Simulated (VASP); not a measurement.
# MgO: single point with LDA

Crystal: MgO.

```
CELL_PARAMETERS angstrom
2.08062 -2.08062 0.00000
2.08062 0.00000 -2.08062
9.21845 8.17814 7.13783
ATOMIC_POSITIONS crystal
Mg 0.00000 0.80919 0.38162
Mg 0.33333 0.22733 0.21201
Mg 0.66667 0.39105 0.55123
Mg 0.00000 0.55478 0.89044
Mg 0.33333 0.97292 0.72083
Mg 0.66667 0.64547 0.04240
O 0.66667 0.51826 0.29681
O 0.00000 0.93640 0.12721
O 0.33333 0.10012 0.46642
O 0.66667 0.26385 0.80564
O 0.00000 0.68198 0.63603
O 0.33333 0.84571 0.97525
```

```
Program                : VASP 6.6.1
Task                   : single point
Functional             : LDA
Potentials or basis    : VASP PAW LDA potentials, release 64 (Mg, O)
Cutoff                 : 520 eV
k mesh                 : 9 × 9 × 2
Occupations            : gaussian, width 0.05 eV
Spin                   : no spin polarisation
Dipole correction      : no
Further INCAR settings : ALGO = Normal; EDIFF = 1e-06; NBANDS = 36; ISYM = 0
```

```json
{"Pressure": "29.6 GPa", "Largest force": "46.267 eV/Å", "Band gap on the k mesh": "4.30 eV, direct"}
```

Forces on the atoms (eV/Å):
```
Mg   -0.070  -0.069  -0.070
Mg    0.008   0.017   0.008
Mg   -0.067  -0.067  -0.067
Mg   -0.979  -1.744  -0.979
Mg   -0.068  -0.066  -0.068
Mg   32.657  -2.788  32.657
O     0.064   0.082   0.064
O     0.391   1.251   0.391
O     0.067   0.068   0.067
O     0.036   0.115   0.036
O     0.066   0.069   0.067
O   -32.104   3.132 -32.104
```

Stress tensor (GPa, compression positive):
```
41.31 -1.27 44.84
-1.27  6.32 -1.27
44.84 -1.27 41.31
```

Levels at points of the mesh, in eV from the valence-band top:
```
           k point  band 20  band 21  band 22  band 23  band 24  band 25  band 26  band 27  band 28  band 29
(0.00, 0.00, 0.00)    -0.47    -0.41    -0.26    -0.18     0.00     4.30     5.49     6.16     7.18     7.58
(0.00, 0.00, 0.50)    -0.55    -0.43    -0.35    -0.18    -0.12     4.46     5.17     6.45     7.06     7.57
```

Wall time 5.7 min on 1 thread of AMD EPYC 9R45 (Zen 5), on a shared host, peak memory 0.32 GiB.

Caveat: forces of over 1 eV/Å act on the atoms, so gaps and moduli don't describe the material at rest. A k mesh can miss the band edges.
